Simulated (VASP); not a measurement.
Wanted: the native input for a VASP 6.6.1 run.

| Property | Result |
| --- | --- |
| Task | single point |
| Functional | r2SCAN |
| Potentials or basis | VASP PAW PBE potentials, release 64 (N, B) |
| Cutoff | 520 eV |
| k mesh | 12 × 12 × 4 |
| Occupations | fermi-dirac, width 0.05 eV |
| Spin | no spin polarisation |
| Dipole correction | no |
| Further INCAR settings | ALGO = Normal; EDIFF = 1e-06; NBANDS = 16 |

BN:

```
N B
1.0
     2.53112    0.00000    0.00000
    -1.26556    2.19201    0.00000
     0.00000    0.00000    6.72302
N B
2 2
Direct
  0.66667 0.33333 0.25000
  0.33333 0.66667 0.75000
  0.66667 0.33333 0.75000
  0.33333 0.66667 0.25000
```

One way to write it, as run:

POSCAR

```
BN
1.0
    2.5311153490      0.0000000000      0.0000000000
   -1.2655576745      2.1920101922      0.0000000000
    0.0000000000      0.0000000000      6.7230218559
N B
2 2
Direct
    0.6666666667      0.3333333333      0.2500000000
    0.3333333333      0.6666666667      0.7500000000
    0.6666666667      0.3333333333      0.7500000000
    0.3333333333      0.6666666667      0.2500000000
```

INCAR.step1

```
ALGO     = Normal         # electronic algorithm
EDIFF    = 1E-4           # SCF threshold, eV
ENCUT    = 520            # plane-wave cutoff, eV
GGA      = PE             # functional
ISMEAR   = -1             # smearing method
LASPH    = True           # aspherical terms in the spheres
LCHARG   = False          # write CHGCAR
LREAL    = False          # projectors in reciprocal space
LWAVE    = True           # write WAVECAR
NBANDS   = 16             # bands
NELM     = 80             # most SCF steps
PREC     = Accurate       # precision mode
SIGMA    = 0.05           # smearing width, eV
```

INCAR.step2

```
ALGO     = Normal         # electronic algorithm
EDIFF    = 1E-6           # SCF threshold, eV
ENCUT    = 520            # plane-wave cutoff, eV
ISIF     = 2              # what is computed and relaxed
ISMEAR   = -1             # smearing method
ISTART   = 1            
LASPH    = True           # aspherical terms in the spheres
LCHARG   = True           # write CHGCAR
LELF     = True           # ELF
LMIXTAU  = True         
LREAL    = False          # projectors in reciprocal space
LVHAR    = True         
LWAVE    = False          # write WAVECAR
METAGGA  = R2SCAN         # meta-GGA
NBANDS   = 16             # bands
NELM     = 80             # most SCF steps
PREC     = Accurate       # precision mode
SIGMA    = 0.05           # smearing width, eV
```

KPOINTS

```
k-points
0
Gamma
  12 12 4
```

Potentials or basis: VASP PAW PBE potentials, release 64 (N, B).

Run with:

```console
$ cat potpaw_PBE.64/N/POTCAR potpaw_PBE.64/B/POTCAR > POTCAR
$ cp INCAR.step1 INCAR
$ mpirun -np 1 vasp_std > vasp.out
$ cp INCAR.step2 INCAR
$ mpirun -np 1 vasp_std > vasp.out
```

It gave:

```yaml
Pressure: -7.8 GPa
Band_gap_on_the_k_mesh: 4.83 eV (least direct gap 5.26 eV)
```

Caveat: the cell stands under tension; the PAW data sets were made with another functional, which shifts forces and pressure a little.

It took 2.3 min on 1 thread of Intel Xeon 8259CL, on a shared host, peak memory 0.17 GiB.
